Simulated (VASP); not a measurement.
# P (Im-3m) in VASP: a series of runs, part 2 of 2

VASP 6.6.1.

### 3 Single point, r2SCAN+D3(BJ) (10.61 Å³/atom)

This run uses another cell than the first one, of 10.61 Å³/atom.

File POSCAR:

```
P
1.0
   -1.3843915246      1.3843915246      1.3843915246
    1.3843915246     -1.3843915246      1.3843915246
    1.3843915246      1.3843915246     -1.3843915246
P
1
Direct
    0.0000000000      0.0000000000      0.0000000000
```

File INCAR.step1:

```
  PREC = Accurate
  ENCUT = 520
  ISMEAR = 0
  SIGMA = 0.05
  LREAL = F
  LASPH = T
  NELM = 60
  NBANDS = 8
  GGA = PE
  ALGO = Normal
  EDIFF = 1E-4
  LWAVE = T
  LCHARG = F
```

File INCAR.step2:

```
  PREC = Accurate
  ENCUT = 520
  EDIFF = 1E-6
  ISMEAR = 0
  SIGMA = 0.05
  LREAL = F
  LASPH = T
  NELM = 60
  ALGO = Normal
  ISIF = 2
  LWAVE = F
  LCHARG = F
  METAGGA = R2SCAN
  LMIXTAU = T
  IVDW = 12
  VDW_S6 = 1.0
  VDW_S8 = 0.78981345
  VDW_A1 = 0.49484001
  VDW_A2 = 5.73083694
  NBANDS = 8
  ISTART = 1
```

File KPOINTS:

```
Automatic mesh
0
Gamma
  22 22 22
```

Potentials or basis: VASP PAW PBE potentials, release 64 (P).

The run is started by

```bash
$ cat potpaw_PBE.64/P/POTCAR > POTCAR
$ cp INCAR.step1 INCAR
$ mpirun -np 1 vasp_std > vasp.out
$ cp INCAR.step2 INCAR
$ mpirun -np 1 vasp_std > vasp.out
```

OUTCAR:

```text
PREC = Accurate
   ENCUT = 520
   EDIFF = 1E-6
   ISMEAR = 0
   LREAL = F
   LASPH = T
   NELM = 60
   ISIF = 2
   METAGGA = R2SCAN
   IVDW = 12
   ISTART = 1
 IVDW          = 12

 ion  position               nearest neighbor table
   1  0.000  0.000  0.000-

  LATTYP: Found a body centered cubic cell.
 ALAT       =     2.7687830492

  Lattice vectors:

 A1 = (  -1.3843915246,   1.3843915246,   1.3843915246)
 A2 = (   1.3843915246,  -1.3843915246,   1.3843915246)
 A3 = (   1.3843915246,   1.3843915246,  -1.3843915246)

Analysis of symmetry for initial positions (statically):
=====================================================================
 Subroutine PRICEL returns:
 Original cell was already a primitive cell.

 Routine SETGRP: Setting up the symmetry group for a
 body centered cubic supercell.

 Subroutine GETGRP returns: Found 48 space group operations
 (whereof 48 operations were pure point group operations)
 out of a pool of 48 trial point group operations.

The static configuration has the point symmetry O_h .

Analysis of symmetry for dynamics (positions and initial velocities):
=====================================================================
 Subroutine PRICEL returns:
 Original cell was already a primitive cell.

 Routine SETGRP: Setting up the symmetry group for a
 body centered cubic supercell.

 Subroutine GETGRP returns: Found 48 space group operations
 (whereof 48 operations were pure point group operations)
 out of a pool of 48 trial point group operations.

The dynamic configuration has the point symmetry O_h .

 Subroutine INISYM returns: Found 48 space group operations
 (whereof 48 operations are pure point group operations),
 and found     1 'primitive' translations

----------------------------------------------------------------------------------------

                                     Primitive cell

  volume of cell :      10.6130

  direct lattice vectors                    reciprocal lattice vectors
    -1.384391525  1.384391525  1.384391525     0.000000000  0.361169504  0.361169504
     1.384391525 -1.384391525  1.384391525     0.361169504  0.000000000  0.361169504
     1.384391525  1.384391525 -1.384391525     0.361169504  0.361169504  0.000000000

  length of vectors
     2.397836458  2.397836458  2.397836458     0.510770811  0.510770811  0.510770811

  position of ions in fractional coordinates (direct lattice)
     0.000000000  0.000000000  0.000000000

  ion indices of the primitive-cell ions
   primitive index   ion index
                 1           1

----------------------------------------------------------------------------------------

 KPOINTS: Automatic mesh

Automatic generation of k-mesh.
 Grid dimensions read from file:
 generate k-points for:   22   22   22

 Generating k-lattice:

  Cartesian coordinates                     Fractional coordinates (reciprocal lattice)
     0.000000000  0.016416796  0.016416796     0.045454545  0.000000000  0.000000000
     0.016416796  0.000000000  0.016416796     0.000000000  0.045454545  0.000000000
     0.016416796  0.016416796  0.000000000     0.000000000  0.000000000  0.045454545

  Length of vectors
     0.023216855  0.023216855  0.023216855

  Shift w.r.t. Gamma in fractional coordinates (k-lattice)
     0.000000000  0.000000000  0.000000000

 Subroutine IBZKPT returns following result:
 ===========================================

 Found    328 irreducible k-points:

 Following reciprocal coordinates:
            Coordinates               Weight
  0.000000  0.000000  0.000000      1.000000
  0.045455  0.000000  0.000000     12.000000
  0.090909  0.000000  0.000000     12.000000
  0.136364  0.000000  0.000000     12.000000
  0.181818  0.000000  0.000000     12.000000
  0.227273  0.000000  0.000000     12.000000
[... 16 lines left out ...]
  0.090909  0.090909  0.000000     24.000000
  0.136364  0.090909  0.000000     48.000000
 [... further k-points ...]
   k-points           NKPTS =    328   k-points in BZ     NKDIM =    328   number of bands    NBANDS=      8
   number of dos      NEDOS =    301   number of ions     NIONS =      1
   total plane-waves  NPLWV =   5832
   dimension x,y,z NGX =    18 NGY =   18 NGZ =   18
   dimension x,y,z NGXF=    36 NGYF=   36 NGZF=   36
   ions per type =               1
   NGX,Y,Z   is equivalent  to a cutoff of  12.48, 12.48, 12.48 a.u.
   NGXF,Y,Z  is equivalent  to a cutoff of  24.96, 24.96, 24.96 a.u.
 SYSTEM =  unknown system
   PREC   = accura    normal or accurate (medium, high low for compatibility)
   ISTART =      1    job   : 0-new  1-cont  2-samecut
   ICHARG =      0    charge: 1-file 2-atom 10-const
   ISPIN  =      1    spin polarized calculation?
   LNONCOLLINEAR =      F non collinear calculations
   LSORBIT =      F    spin-orbit coupling
   LASPH  =      T    aspherical Exc in radial PAW
   ENCUT  =  520.0 eV  38.22 Ry    6.18 a.u.   4.46  4.46  4.46*2*pi/ulx,y,z
   NELM   =     60;   NELMIN=  2; NELMDL=  0     # of ELM steps
   EDIFF  = 0.1E-05   stopping-criterion for ELM
   LREAL  =      F    real-space projection
   EDIFFG = 0.1E-04   stopping-criterion for IOM
   NSW    =      0    number of steps for IOM
   IBRION =     -1    ionic relax: 0-MD 1-quasi-New 2-CG
   NFREE  =      0    steps in history (QN), initial steepest desc. (CG)
   ISIF   =      2    stress and relaxation
   ISYM   =      2    0-nonsym 1-usesym 2-fastsym
   POTIM  = 0.5000    time-step for ionic-motion
   TEBEG  =    0.0;   TEEND  =   0.0 temperature during run
   PSTRESS=    0.0 pullay stress
   NELECT =       5.0000    total number of electrons
   NUPDOWN=      -1.0000    fix difference up-down
   EMIN   =  10.00;   EMAX   =-10.00  energy-range for DOS
   EFERMI =   0.00;   METHOD = LEGACY
   ISMEAR =     0;   SIGMA  =   0.05  broadening in eV -4-tet -1-fermi 0-gaus
   EFERMI_NEDOS =   21; number of points for ismear=-14 and -15
   IALGO  =     38    algorithm
   IMIX   =      4    mixing-type and parameters
     AMIX     =   0.40;   BMIX     =  1.00
     AMIX_MAG =   1.60;   BMIX_MAG =  1.00
  volume/ion in A,a.u.               =      10.61        71.62
  Fermi-wavevector in a.u.,A,eV,Ry     =   1.273853  2.407233 22.078186  1.622701
  Thomas-Fermi vector in A             =   2.406653
   LORBIT       =      0    0 simple, 1 ext, 2 COOP (PROOUT), +10 PAW based schemes
   METAGGA = R2SCAN    functional components
   LHFCALC =     F    Hartree Fock is set to
   AEXX    =    0.0000 exact exchange contribution
   IVDW    =    12    specifies the selected vdW correction
   LEPSILON=     F    determine dielectric tensor
   LRPA    =     F    only Hartree local field effects (RPA)
 non-spin polarized calculation
 Gauss-broadening in eV      SIGMA  =   0.05
  energy-cutoff  :      520.00
  volume of cell :       10.61
 maximum number of plane-waves:       321
 NGX is ok and might be reduce to    18
   NGX =  9   NGY =  9   NGZ =  9

 number of electron       5.0000001 magnetization

 Free energy of the ion-electron system (eV)
  ---------------------------------------------------
  ext. energy  EPLUGINS =         0.00000000
  ---------------------------------------------------
  free energy    TOTEN  =        -7.61615388 eV

  energy without entropy =       -7.61567805  energy(sigma->0) =       -7.61591596

 E-fermi :  14.8906     XC(G=0): -13.8149

 val. band max:       14.8759320860   @ k =   0.1818   0.1818   0.0000
 cond. band min:      14.9093813467   @ k =  -0.2273   0.3636   0.0455
 fundamental gap:      0.0334492607
 Fermi energy:        14.8905773372

 k-point     1 :       0.0000    0.0000    0.0000
  band No.  band energies     occupation
      1      -6.2523      2.00000
      2      26.0233      0.00000
      3      26.0233      0.00000
      4      26.0233      0.00000
      5      28.2597      0.00000
      6      28.2597      0.00000
      7      28.2597      0.00000
      8      33.5786      0.00000
[... 243 lines left out ...]
 k-point    24 :       0.1364    0.0909    0.0000
  band No.  band energies     occupation
      1      -4.7088      2.00000
      2      18.5839      0.00000
      3      20.1388      0.00000
      4      23.1002      0.00000
      5      27.2744      0.00000
      6      29.2124      0.00000
      7      31.5622      0.00000
      8      33.7460      0.00000

 [... further k-points ...]

------------------------ aborting loop because EDIFF is reached ----------------------------------------

 Edisp (eV)   -0.31414

 E8    (eV) :    -0.0899

  FORCE on cell =-STRESS in cart. coord.  units (eV):
  Direction    XX          YY          ZZ          XY          YZ          ZX
  --------------------------------------------------------------------------------------
  -------------------------------------------------------------------------------------
  Total       2.86801     2.86801     2.86801     0.00000     0.00000     0.00000
  in kB     432.96677   432.96677   432.96677     0.00000     0.00000     0.00000
  external pressure =      432.97 kB  Pullay stress =        0.00 kB

 VOLUME and BASIS-vectors are now :
 -----------------------------------------------------------------------------
  energy-cutoff  :      520.00
  volume of cell :       10.61
      direct lattice vectors                 reciprocal lattice vectors
    -1.384391525  1.384391525  1.384391525     0.000000000  0.361169504  0.361169504
     1.384391525 -1.384391525  1.384391525     0.361169504  0.000000000  0.361169504
     1.384391525  1.384391525 -1.384391525     0.361169504  0.361169504  0.000000000

 POSITION                                       TOTAL-FORCE (eV/Angst)
 -----------------------------------------------------------------------------------
      0.00000      0.00000      0.00000         0.000000      0.000000      0.000000
 -----------------------------------------------------------------------------------
    total drift:                                0.000000      0.000000      0.000000

  FREE ENERGIE OF THE ION-ELECTRON SYSTEM (eV)
  ---------------------------------------------------
  free  energy   TOTEN  =        -7.9302973295 eV

  energy  without entropy=       -7.9298215018  energy(sigma->0) =       -7.93005942
```

OUTCAR.step1:

```text
PREC = Accurate
   ENCUT = 520
   ISMEAR = 0
   LREAL = F
   LASPH = T
[... 480 lines left out ...]

 POSITION                                       TOTAL-FORCE (eV/Angst)
 -----------------------------------------------------------------------------------
      0.00000      0.00000      0.00000        -0.000000      0.000000      0.000000
 -----------------------------------------------------------------------------------
    total drift:                                0.000000      0.000000      0.000000

  FREE ENERGIE OF THE ION-ELECTRON SYSTEM (eV)
  ---------------------------------------------------
  free  energy   TOTEN  =        -4.2422975258 eV

  energy  without entropy=       -4.2416591180  energy(sigma->0) =       -4.24197832
```

OSZICAR.step1:

```text
N       E                     dE             d eps       ncg     rms          rms(c)
DAV:   1     0.559805625392E+00    0.55981E+00   -0.23355E+03  5696   0.468E+02
DAV:   2    -0.422211409154E+01   -0.47819E+01   -0.45390E+01  7904   0.480E+01
DAV:   3    -0.425000793824E+01   -0.27894E-01   -0.27801E-01  5640   0.405E+00
DAV:   4    -0.425002739817E+01   -0.19460E-04   -0.19459E-04  8760   0.116E-01
DAV:   5    -0.425002740189E+01   -0.37143E-08   -0.27700E-08  5488   0.723E-04    0.701E+00
DAV:   6    -0.424488076471E+01    0.51466E-02   -0.23956E-03  5656   0.275E-01    0.409E+00
DAV:   7    -0.424229487697E+01    0.25859E-02   -0.47400E-03  5840   0.391E-01    0.795E-02
DAV:   8    -0.424229752577E+01   -0.26488E-05   -0.27437E-05  4888   0.410E-02
   1 F= -.42422975E+01 E0= -.42419783E+01  d E =-.638408E-03
```

Run time: 1.9 min. Hardware: 1 thread of Intel Xeon 8259CL, shared host; peak memory 0.14 GiB.

Results:

```yaml
Free_energy: -7.9303 eV
Pressure: 43.3 GPa
Band_gap_on_the_k_mesh: zero (an odd number of electrons rules out a gap without spin polarisation)
Dispersion_energy_per_atom: -0.314 eV
```

Caveat: the cell stands under pressure; the PAW data sets were made with another functional, which shifts forces and pressure a little.

### 4 Single point, r2SCAN+D3(BJ) (13.82 Å³/atom)

This run uses another cell than the first one, of 13.82 Å³/atom.

File POSCAR:

```
P
1.0
   -1.5118647142      1.5118647142      1.5118647142
    1.5118647142     -1.5118647142      1.5118647142
    1.5118647142      1.5118647142     -1.5118647142
P
1
Direct
    0.0000000000      0.0000000000      0.0000000000
```

File INCAR.step1:

```
ALGO = Normal ; EDIFF = 1E-4
ENCUT = 520 ; GGA = PE
ISMEAR = 0 ; LASPH = True
LCHARG = False ; LREAL = False
LWAVE = True ; NBANDS = 8
NELM = 100 ; PREC = Accurate
SIGMA = 0.05
```

File INCAR.step2:

```
ALGO = Normal ; EDIFF = 1E-6
ENCUT = 520 ; ISIF = 2
ISMEAR = 0 ; ISTART = 1
IVDW = 12 ; LASPH = True
LCHARG = False ; LMIXTAU = True
LREAL = False ; LWAVE = False
METAGGA = R2SCAN ; NBANDS = 8
NELM = 100 ; PREC = Accurate
SIGMA = 0.05 ; VDW_A1 = 0.49484001
VDW_A2 = 5.73083694 ; VDW_S6 = 1.0
VDW_S8 = 0.78981345
```

File KPOINTS:

```
k-points
0
Gamma
  20 20 20
```

The run is started by

```bash
$ cat potpaw_PBE.64/P/POTCAR > POTCAR
$ cp INCAR.step1 INCAR
$ mpirun -np 1 vasp_std > vasp.out
$ cp INCAR.step2 INCAR
$ mpirun -np 1 vasp_std > vasp.out
```

Run time: 1.8 min. Hardware: 1 thread of Intel Xeon 8259CL, shared host; peak memory 0.15 GiB.

It converged, with:

```
Free energy                : -8.2890 eV
Pressure                   : 0.9 GPa
Band gap on the k mesh     : zero (an odd number of electrons rules out a gap without spin polarisation)
Dispersion energy per atom : -0.240 eV
```

Levels at points of the mesh, in eV from the Fermi level:
| k point | band 1 | band 2 | band 3 | band 4 | band 5 | band 6 | band 7 | band 8 |
| --- | --- | --- | --- | --- | --- | --- | --- | --- |
| (0.00, 0.00, 0.00) | -17.66 | 7.91 | 7.91 | 7.91 | 12.68 | 12.68 | 12.68 | 17.23 |
| (0.50, 0.00, 0.00) | -10.58 | -8.54 | 2.64 | 5.86 | 7.72 | 9.04 | 20.81 | 20.91 |
| (0.50, 0.50, 0.50) | -4.00 | -2.92 | -2.92 | -2.92 | 2.63 | 2.63 | 25.33 | 25.33 |

Caveat: the PAW data sets were made with another functional, which shifts forces and pressure a little.

### 5 Overview

| cell | k mesh | gap on the mesh (eV) | pressure (GPa) |
| --- | --- | --- | --- |
| a = 2.595 Å, angles 109.5°, 1 atom | 20 × 20 × 20 | none | 3.9 |
| a = 2.398 Å, angles 109.5°, 1 atom | 22 × 22 × 22 | none | 43.3 |
| a = 2.619 Å, angles 109.5°, 1 atom | 20 × 20 × 20 | none | 0.9 |

Alike in all rows: task single point; level r2SCAN+D3(BJ); potentials or basis VASP PAW PBE potentials, release 64 (P); no spin polarisation; cutoff (eV) 520; smearing gaussian 0.05 eV.

Caveats: the PAW data sets were made with another functional, which shifts forces and pressure a little; the cell stands under pressure (at least some runs).

Absolute energies hang on the potentials; compare differences alone.

The gap in the log of VASP goes by the Fermi energy; the results here count the filled bands.